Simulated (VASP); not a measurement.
Here is a VASP 6.6.1 calculation.

File INCAR:

```
SYSTEM = Cd
PREC = Accurate
ENCUT = 500
EDIFF = 1E-6
ISMEAR = 0
SIGMA = 0.15
LREAL = .FALSE.
LASPH = .TRUE.
NELM = 120
ALGO = Normal
ISIF = 2
LWAVE = .FALSE.
LCHARG = .FALSE.
GGA = PE
NBANDS = 19
GGA_COMPAT = .FALSE.
```

The input KPOINTS:

```
Automatic mesh
0
G
  18 18 8
  0 0 0
```

POSCAR

```
Cd
1.0
    2.8299288827      0.0000000000      0.0000000000
   -1.4149644413      2.4507903033      0.0000000000
    0.0000000000      0.0000000000      5.4772087500
Cd
2
Direct
    0.3333333333      0.6666666667      0.2500000000
    0.6666666667      0.3333333333      0.7500000000
```

Potentials or basis: VASP PAW PBE potentials, release 64 (Cd).

The run is started by

```sh
$ cat potpaw_PBE.64/Cd/POTCAR > POTCAR
$ mpirun -np 1 vasp_std > vasp.out
```

Question: Estimate the band gap on the k mesh.

Answer: Zero (bands 12 and 13 overlap by 5.03 eV).

Question: Estimate the pressure.

Answer: 15.7 GPa.

Stress tensor (GPa, compression positive):
```
18.31  0.00  0.00
 0.00 18.31  0.00
 0.00  0.00 10.34
```

Caveat: the cell differs from its parent crystal (strain -0.050 along x and y, -0.025 along z); the cell stands under pressure.
